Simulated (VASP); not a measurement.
# Ru3W in VASP: relaxation of cell and atoms with PBEsol

Aim: the relaxation of cell and atoms of Ru3W with PBEsol.

All numbers are computed with VASP 6.6.1; they aren't measurements. Logs are shortened: lines on timing, memory, paths and dates and some standing lists are left out, and cuts for length are marked.

**1. The cell of the first run**

The cell holds a disordered packing, 12 atoms: a = 5.751 Å, b = 5.277 Å, c = 5.546 Å, α = 92.37°, β = 95.94°, γ = 84.34°.

**2. Relaxation of cell and atoms, PBEsol**

Input file INCAR:

```
PREC = Accurate ; ENCUT = 600
EDIFF = 1E-6 ; ISMEAR = 0
SIGMA = 0.1 ; LREAL = False
LASPH = True ; NELM = 100
ALGO = Normal ; ISIF = 3
LWAVE = False ; LCHARG = False
GGA = PS ; IBRION = 2
NSW = 90 ; EDIFFG = -0.04
ISYM = 0
```

Input file KPOINTS:

```
Automatic mesh
0
Gamma
  2 3 3
  0.5 0 0
```

Input file POSCAR:

```
Ru3W
1.0
    5.7373330000      0.2692150000     -0.2900310000
    0.2692150000      5.2686750000     -0.1047840000
   -0.2900310000     -0.1047840000      5.5371840000
Ru W
9 3
Direct
    0.1092405614      0.9558494272      0.4810896471
    0.4389048558      0.6363107556      0.3009448785
    0.7767637259      0.7967142377      0.6526595902
    0.1093189492      0.9558865376      0.9804866010
    0.7773266189      0.7962250068      0.1526389198
    0.4294886539      0.1372699075      0.7758365010
    0.4388933461      0.6357623599      0.8009863955
    0.7607742257      0.2990222279      0.1017881284
    0.7606526679      0.2993604185      0.6021306146
    0.4288868102      0.1381100712      0.2757992701
    0.1005978167      0.4586514248      0.9542708581
    0.1004929559      0.4585931855      0.4544344575
```

Potentials or basis: VASP PAW PBE potentials, release 64 (Ru_pv, W_sv).

Command:

```
$ cat potpaw_PBE.64/Ru_pv/POTCAR potpaw_PBE.64/W_sv/POTCAR > POTCAR
$ mpirun -np 1 vasp_std > vasp.out
```

OUTCAR:

```text
PREC = Accurate
   ENCUT = 600
   EDIFF = 1E-6
   ISMEAR = 0
   LREAL = False
   LASPH = True
   NELM = 100
   ISIF = 3
   GGA = PS
   IBRION = 2
   NSW = 90
   EDIFFG = -0.04
   ISYM = 0

 ion  position               nearest neighbor table
   1  0.109  0.956  0.481-   3 2.45  10 2.54   6 2.56  12 2.63   2 2.66  12 2.66   5 2.67   9 2.69
                             4 2.77   4 2.78   7 2.92   8 3.23
   2  0.439  0.636  0.301-   5 2.43  12 2.48  10 2.63  10 2.65   1 2.66   8 2.72   7 2.77   7 2.77
                             3 2.77  11 2.79   9 2.89   4 2.92
   3  0.777  0.797  0.653-   7 2.43   1 2.45   9 2.64   9 2.67   4 2.67   6 2.68  12 2.73   5 2.77
                             5 2.77   2 2.77  11 2.90  10 3.22
   4  0.109  0.956  0.980-   5 2.46   6 2.54  10 2.57  11 2.63   7 2.66  11 2.66   3 2.67   8 2.69
                             1 2.77   1 2.78   2 2.92   9 3.23
   5  0.777  0.796  0.153-   2 2.43   4 2.46   8 2.64   8 2.67   1 2.67  10 2.68  11 2.73   3 2.77
                             3 2.77   7 2.78  12 2.89   6 3.22
   6  0.429  0.137  0.776-   9 2.46   4 2.54   1 2.56   7 2.63   7 2.65  11 2.65   8 2.67   3 2.68
                            10 2.77  10 2.77  12 2.92   5 3.22
   7  0.439  0.636  0.801-   3 2.43  11 2.48   6 2.63   6 2.65   4 2.66   9 2.72   2 2.77   2 2.77
                             5 2.78  12 2.79   8 2.89   1 2.92
   8  0.761  0.299  0.102-  11 2.43  10 2.46   5 2.64   6 2.67   5 2.67   4 2.69   2 2.72   9 2.77
                             9 2.77  12 2.78   7 2.89   1 3.23
   9  0.761  0.299  0.602-  12 2.43   6 2.46   3 2.64  10 2.67   3 2.67   1 2.69   7 2.72   8 2.77
                             8 2.77  11 2.78   2 2.89   4 3.23
  10  0.429  0.138  0.276-   8 2.46   1 2.54   4 2.57   2 2.63  12 2.65   2 2.65   9 2.67   5 2.68
                             6 2.77   6 2.77  11 2.92   3 3.22
  11  0.101  0.459  0.954-   8 2.43   7 2.48   4 2.63   6 2.65   4 2.66   5 2.73  12 2.77  12 2.77
                             9 2.78   2 2.79   3 2.90  10 2.92
  12  0.100  0.459  0.454-   9 2.43   2 2.48   1 2.63  10 2.65   1 2.66   3 2.73  11 2.77  11 2.77
                             8 2.78   7 2.79   5 2.89   6 2.92

IMPORTANT INFORMATION: All symmetrisations will be switched off!
NOSYMM: (Re-)initialisation of all symmetry stuff for point group C_1.

----------------------------------------------------------------------------------------

                                     Primitive cell

  volume of cell :     166.4877

  direct lattice vectors                    reciprocal lattice vectors
     5.737333000  0.269215000 -0.290031000     0.175164002 -0.008771235  0.009008894
     0.269215000  5.268675000 -0.104784000    -0.008771235  0.190311715  0.003141975
    -0.290031000 -0.104784000  5.537184000     0.009008894  0.003141975  0.181128546

  length of vectors
     5.750963802  5.276589112  5.545764539     0.175614698  0.190539643  0.181379664

  position of ions in fractional coordinates (direct lattice)
     0.109240561  0.955849427  0.481089647
     0.438904856  0.636310756  0.300944878
     0.776763726  0.796714238  0.652659590
     0.109318949  0.955886538  0.980486601
     0.777326619  0.796225007  0.152638920
     0.429488654  0.137269907  0.775836501
     0.438893346  0.635762360  0.800986395
     0.760774226  0.299022228  0.101788128
     0.760652668  0.299360419  0.602130615
     0.428886810  0.138110071  0.275799270
     0.100597817  0.458651425  0.954270858
     0.100492956  0.458593185  0.454434457

  ion indices of the primitive-cell ions
   primitive index   ion index
                 1           1
                 2           2
                 3           3
                 4           4
                 5           5
                 6           6
                 7           7
                 8           8
                 9           9
                10          10
                11          11
                12          12

----------------------------------------------------------------------------------------

 KPOINTS: Automatic mesh

Automatic generation of k-mesh.
 Grid dimensions read from file:
 generate k-points for:    2    3    3

 Generating k-lattice:

  Cartesian coordinates                     Fractional coordinates (reciprocal lattice)
     0.087582001 -0.004385618  0.004504447     0.500000000  0.000000000 -0.000000000
    -0.002923745  0.063437238  0.001047325    -0.000000000  0.333333333  0.000000000
     0.003002965  0.001047325  0.060376182    -0.000000000  0.000000000  0.333333333

  Length of vectors
     0.087807349  0.063513214  0.060459888

  Shift w.r.t. Gamma in fractional coordinates (k-lattice)
     0.500000000  0.000000000  0.000000000

 Subroutine IBZKPT returns following result:
 ===========================================

 Found      9 irreducible k-points:

 Following reciprocal coordinates:
            Coordinates               Weight
  0.250000 -0.000000 -0.000000      2.000000
  0.250000  0.333333 -0.000000      2.000000
 -0.250000  0.333333  0.000000      2.000000
  0.250000 -0.000000  0.333333      2.000000
 -0.250000 -0.000000  0.333333      2.000000
  0.250000  0.333333  0.333333      2.000000
 -0.250000  0.333333  0.333333      2.000000
  0.250000 -0.333333  0.333333      2.000000
 -0.250000 -0.333333  0.333333      2.000000
   k-points           NKPTS =      9   k-points in BZ     NKDIM =      9   number of bands    NBANDS=    100
   number of dos      NEDOS =    301   number of ions     NIONS =     12
   total plane-waves  NPLWV =  96768
   dimension x,y,z NGX =    48 NGY =   42 NGZ =   48
   dimension x,y,z NGXF=    96 NGYF=   84 NGZF=   96
   ions per type =               9   3
   NGX,Y,Z   is equivalent  to a cutoff of  13.88, 13.23, 14.39 a.u.
   NGXF,Y,Z  is equivalent  to a cutoff of  27.75, 26.47, 28.78 a.u.
 SYSTEM =  unknown system
   PREC   = accura    normal or accurate (medium, high low for compatibility)
   ISTART =      0    job   : 0-new  1-cont  2-samecut
   ICHARG =      2    charge: 1-file 2-atom 10-const
   ISPIN  =      1    spin polarized calculation?
   LNONCOLLINEAR =      F non collinear calculations
   LSORBIT =      F    spin-orbit coupling
   LASPH  =      T    aspherical Exc in radial PAW
   ENCUT  =  600.0 eV  44.10 Ry    6.64 a.u.  11.49 10.54 11.08*2*pi/ulx,y,z
   NELM   =    100;   NELMIN=  2; NELMDL= -5     # of ELM steps
   EDIFF  = 0.1E-05   stopping-criterion for ELM
   LREAL  =      F    real-space projection
   EDIFFG = -.4E-01   stopping-criterion for IOM
   NSW    =     90    number of steps for IOM
   IBRION =      2    ionic relax: 0-MD 1-quasi-New 2-CG
   NFREE  =      1    steps in history (QN), initial steepest desc. (CG)
   ISIF   =      3    stress and relaxation
   ISYM   =      0    0-nonsym 1-usesym 2-fastsym
   POTIM  = 0.5000    time-step for ionic-motion
   TEBEG  =    0.0;   TEEND  =   0.0 temperature during run
   PSTRESS=    0.0 pullay stress
   NELECT =     168.0000    total number of electrons
   NUPDOWN=      -1.0000    fix difference up-down
   EMIN   =  10.00;   EMAX   =-10.00  energy-range for DOS
   EFERMI =   0.00;   METHOD = LEGACY
   ISMEAR =     0;   SIGMA  =   0.10  broadening in eV -4-tet -1-fermi 0-gaus
   EFERMI_NEDOS =   21; number of points for ismear=-14 and -15
   IALGO  =     38    algorithm
   IMIX   =      4    mixing-type and parameters
     AMIX     =   0.40;   BMIX     =  1.00
     AMIX_MAG =   1.60;   BMIX_MAG =  1.00
  volume/ion in A,a.u.               =      13.87        93.63
  Fermi-wavevector in a.u.,A,eV,Ry     =   1.642041  3.103007 36.685357  2.696298
  Thomas-Fermi vector in A             =   2.732410
   LORBIT       =      0    0 simple, 1 ext, 2 COOP (PROOUT), +10 PAW based schemes
   GGA     = PS    functional components
   LHFCALC =     F    Hartree Fock is set to
   AEXX    =    0.0000 exact exchange contribution
   IVDW    =     0    specifies the selected vdW correction
   LEPSILON=     F    determine dielectric tensor
   LRPA    =     F    only Hartree local field effects (RPA)
 conjugate gradient relaxation of ions
 non-spin polarized calculation
 Gauss-broadening in eV      SIGMA  =   0.10
  energy-cutoff  :      600.00
  volume of cell :      166.49
 maximum number of plane-waves:      5582
 NGX is ok and might be reduce to    48
   NGX = 23   NGY = 21   NGZ = 23

--------------------------------------- Ionic step        1  -------------------------------------------

 number of electron     168.0000010 magnetization

 Free energy of the ion-electron system (eV)
  ---------------------------------------------------
  ext. energy  EPLUGINS =         0.00000000
  ---------------------------------------------------
  free energy    TOTEN  =      -126.95711294 eV

  energy without entropy =     -126.89012429  energy(sigma->0) =     -126.92361862

------------------------ aborting loop because EDIFF is reached ----------------------------------------

  FORCE on cell =-STRESS in cart. coord.  units (eV):
  Direction    XX          YY          ZZ          XY          YZ          ZX
  --------------------------------------------------------------------------------------
  -------------------------------------------------------------------------------------
  Total       31.3046192     16.4069540      0.5663251     28.3750102      2.3063248    -24.6820616
  in kB      301.2568848    157.8906881      5.4499729    273.0640847     22.1946866   -237.5253615
  external PRESSURE =     154.8658486 kB  Pullay stress =       0.0000000 kB
[... 33 lines left out ...]
--------------------------------------- Ionic step        2  -------------------------------------------

 number of electron     168.0000012 magnetization

 E-fermi :   9.8721     XC(G=0): -13.2549

 val. band max:        9.8707672127   @ k =   0.2500  -0.0000   0.3333
 cond. band min:       9.8777845577   @ k =   0.2500  -0.0000  -0.0000
 fundamental gap:      0.0070173450
 Fermi energy:         9.8721099708

 k-point     1 :       0.2500   -0.0000   -0.0000
  band No.  band energies     occupation
      1     -64.4476      2.00000
      2     -64.3700      2.00000
      3     -64.3327      2.00000
      4     -33.1205      2.00000
      5     -33.0512      2.00000
      6     -33.0032      2.00000
[... 880 lines left out ...]
     95      11.1332      0.00000
     96      11.2884      0.00000
 [bands above 96 left out]

------------------------ aborting loop because EDIFF is reached ----------------------------------------

  FORCE on cell =-STRESS in cart. coord.  units (eV):
  Direction    XX          YY          ZZ          XY          YZ          ZX
  --------------------------------------------------------------------------------------
  -------------------------------------------------------------------------------------
  Total      -45.6679760    -39.7047859    -33.3168771    -11.4096282     -0.0883419      9.1765427
  in kB     -372.7576434   -324.0840458   -271.9437484    -93.1292888     -0.7210767     74.9020807
  external PRESSURE =    -322.9284792 kB  Pullay stress =       0.0000000 kB
[... 73 lines left out ...]
  FREE ENERGIE OF THE ION-ELECTRON SYSTEM (eV)
  ---------------------------------------------------
  free  energy   TOTEN  =      -130.1813533720 eV

  energy  without entropy=     -130.1226714394  energy(sigma->0) =     -130.15201241

[... ionic steps 4 to 22 ...]

--------------------------------------- Ionic step       23  -------------------------------------------

 number of electron     168.0000008 magnetization

------------------------ aborting loop because EDIFF is reached ----------------------------------------
[... 87 lines left out ...]
--------------------------------------- Ionic step       25  -------------------------------------------

 number of electron     168.0000008 magnetization

 Free energy of the ion-electron system (eV)
  ---------------------------------------------------
  ext. energy  EPLUGINS =         0.00000000
  ---------------------------------------------------
  free energy    TOTEN  =      -131.89021598 eV

  energy without entropy =     -131.83703983  energy(sigma->0) =     -131.86362790

 E-fermi :  12.2440     XC(G=0): -14.1885

 val. band max:       12.2358116235   @ k =  -0.2500   0.3333   0.3333
 cond. band min:      12.2542682804   @ k =   0.2500   0.3333  -0.0000
 fundamental gap:      0.0184566569
 Fermi energy:        12.2440326617

 k-point     1 :       0.2500   -0.0000   -0.0000
  band No.  band energies     occupation
      1     -61.7703      2.00000
      2     -61.6712      2.00000
      3     -61.5864      2.00000
      4     -30.9563      2.00000
      5     -30.9304      2.00000
      6     -30.8951      2.00000
[... 880 lines left out ...]
     95      13.8987      0.00000
     96      14.1565      0.00000
 [bands above 96 left out]

------------------------ aborting loop because EDIFF is reached ----------------------------------------

  FORCE on cell =-STRESS in cart. coord.  units (eV):
  Direction    XX          YY          ZZ          XY          YZ          ZX
  --------------------------------------------------------------------------------------
  -------------------------------------------------------------------------------------
  Total        0.1569200     -0.0121225      0.1927418      0.1173812     -0.0689880     -0.2765114
  in kB        1.4950793     -0.1154994      1.8363775      1.1183673     -0.6572940     -2.6345050
  external PRESSURE =       1.0719858 kB  Pullay stress =       0.0000000 kB
[... 27 lines left out ...]
  FREE ENERGIE OF THE ION-ELECTRON SYSTEM (eV)
  ---------------------------------------------------
  free  energy   TOTEN  =      -131.8902159788 eV

  energy  without entropy=     -131.8370398309  energy(sigma->0) =     -131.86362790

 reached required accuracy - stopping structural energy minimisation
```

Wall time 58 min (1 thread of Intel Xeon Platinum 8488C (Sapphire Rapids), shared host); peak memory 0.38 GiB.

Results:

| Property | Result |
| --- | --- |
| Free energy | -131.8902 eV |
| Relaxed volume | 14.01 Å³/atom |
| Relaxed cell | a = 6.018 Å, b = 5.421 Å, c = 5.428 Å, α = 90.19°, β = 102.84°, γ = 77.20° |
| Space group after relaxing (to 0.1 Å) | P1 (No. 1) |
| Energy gained by relaxing | 411.1 meV/atom |
| Ionic steps | 25 |
| Pressure after relaxing | 0.1 GPa |
| Largest force after relaxing | 0.036 eV/Å |
| Band gap on the k mesh | zero (bands 84 and 85 overlap by 0.57 eV) |

Forces in eV/Å, atoms in the order of the input:
```
Ru   0.015  0.009 -0.026
Ru   0.006 -0.016  0.006
Ru  -0.016 -0.031  0.010
Ru  -0.006 -0.005  0.019
Ru   0.004 -0.004 -0.013
Ru   0.001  0.001  0.012
Ru   0.027  0.008 -0.012
Ru   0.009  0.029 -0.009
Ru   0.000  0.010 -0.019
W    0.007 -0.002  0.001
W   -0.035 -0.004  0.002
W   -0.013  0.006  0.028
```

Stress tensor (GPa, compression positive):
```
 0.15  0.11 -0.26
 0.11 -0.01 -0.07
-0.26 -0.07  0.18
```

The path:
| step | energy change (eV) | largest force (eV/Å) | pressure (GPa) | volume (Å³) |
| --- | --- | --- | --- | --- |
| 1 | 0.0000 | 1.2110 | 15.49 | 166.49 |
| 2 | 0.1792 | 1.1103 | -32.29 | 196.29 |
| 3 | -3.2242 | 1.3918 | -18.55 | 180.82 |
| 4 | -3.2400 | 1.3925 | -16.87 | 179.75 |
| 5 | -0.6221 | 3.1650 | 43.13 | 153.97 |
| 6 | -4.2268 | 1.6365 | -2.64 | 170.39 |
| 7 | -4.2324 | 1.6403 | -1.62 | 169.85 |
| 8 | -4.5477 | 0.8330 | 3.75 | 166.80 |
| 9 | -4.5726 | 0.7959 | 6.12 | 165.66 |
| 10 | -4.7312 | 0.6043 | 1.11 | 167.94 |
| 11 | -4.7620 | 0.6175 | -1.95 | 169.47 |
| 12 | -4.8390 | 0.5385 | -0.99 | 168.88 |
| 13 | -4.8745 | 0.4642 | 0.37 | 168.14 |
| 14 | -4.9073 | 0.2657 | -0.02 | 168.27 |
| 15 | -4.9218 | 0.2149 | -0.40 | 168.42 |
| 16 | -4.9218 | 0.2062 | -0.37 | 168.42 |
| 17 | -4.9253 | 0.1558 | 0.40 | 168.02 |
| 18 | -4.9259 | 0.1247 | 0.89 | 167.78 |
| 19 | -4.9281 | 0.0975 | 0.64 | 167.91 |
| 20 | -4.9305 | 0.0944 | -0.10 | 168.30 |
| 21 | -4.9312 | 0.0820 | -0.12 | 168.29 |
| 22 | -4.9324 | 0.0571 | -0.05 | 168.25 |
| 23 | -4.9325 | 0.0521 | -0.02 | 168.23 |
| 24 | -4.9330 | 0.0411 | 0.03 | 168.20 |
| 25 | -4.9331 | 0.0364 | 0.11 | 168.16 |

Final structure:
```xyz
12
Lattice="5.9499 0.6473 -0.6304 0.6325 5.3837 0.0305 -0.6520 0.0284 5.3886" Properties=species:S:1:pos:R:3 pbc="T T T"
Ru    0.8832    5.2947    2.4547
Ru    2.8261    3.6450    1.3310
Ru    4.6739    4.8148    2.9252
Ru    0.6011    5.3025    5.1235
Ru    4.9899    4.7979    0.2163
Ru    2.1448    1.0125    4.0325
Ru    2.4975    3.6902    4.0412
Ru    4.6472    2.0983    0.1928
Ru    4.3542    2.1279    2.9132
W     2.5754    0.9314    1.3370
W     0.2574    2.6149    5.1081
W     0.5699    2.6001    2.4309
```

Caveat: the k points lie up to 0.55 Å⁻¹ apart in the final cell, too coarse for converged energies and pressures of a metal; the PAW data sets were made with another functional, which shifts forces and pressure a little; spin-orbit coupling is left out, which moves the levels of the heavy elements.
